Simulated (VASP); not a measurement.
Input of a VASP 6.6.1 run:

File POSCAR:

```
MgO
1.0
    0.0000000000      2.1159000000      2.1159000000
    2.1159000000      0.0000000000      2.1159000000
    2.1159000000      2.1159000000      0.0000000000
Mg O
1 1
Direct
    0.0000000000      0.0000000000      0.0000000000
    0.5000000000      0.5000000000      0.5000000000
```

File INCAR.step1:

```
  ALGO = Normal
  EDIFF = 1E-5
  ENCUT = 920
  GGA = PE
  GGA_COMPAT = False
  ISMEAR = 0
  LASPH = True
  LCHARG = False
  LREAL = False
  LWAVE = True
  NBANDS = 15
  NELM = 120
  PREC = Accurate
  SIGMA = 0.15
```

The input INCAR.step2:

```
  ALGO = Normal
  EDIFF = 1E-6
  ENCUT = 920
  GGA_COMPAT = False
  ISIF = 2
  ISMEAR = 0
  ISTART = 1
  LASPH = True
  LCHARG = False
  LMIXTAU = True
  LREAL = False
  LWAVE = False
  METAGGA = R2SCAN
  NBANDS = 15
  NELM = 120
  PREC = Accurate
  SIGMA = 0.15
```

KPOINTS

```
k-points
0
Gamma
  8 8 8
```

Potentials or basis: VASP PAW PBE potentials, release 64 (Mg_sv, O).

Command:

```sh
$ cat potpaw_PBE.64/Mg_sv/POTCAR potpaw_PBE.64/O/POTCAR > POTCAR
$ cp INCAR.step1 INCAR
$ mpirun -np 1 vasp_std > vasp.out
$ cp INCAR.step2 INCAR
$ mpirun -np 1 vasp_std > vasp.out
```

Problem. Predict the pressure.

Solution. -2.6 GPa.

Problem. Predict the band gap on the k mesh.

Solution. 5.51 eV.

Caveat: the PAW data sets were made with another functional, which shifts forces and pressure a little. r2SCAN opens gaps a little over a GGA but as a rule still falls short of measured ones.
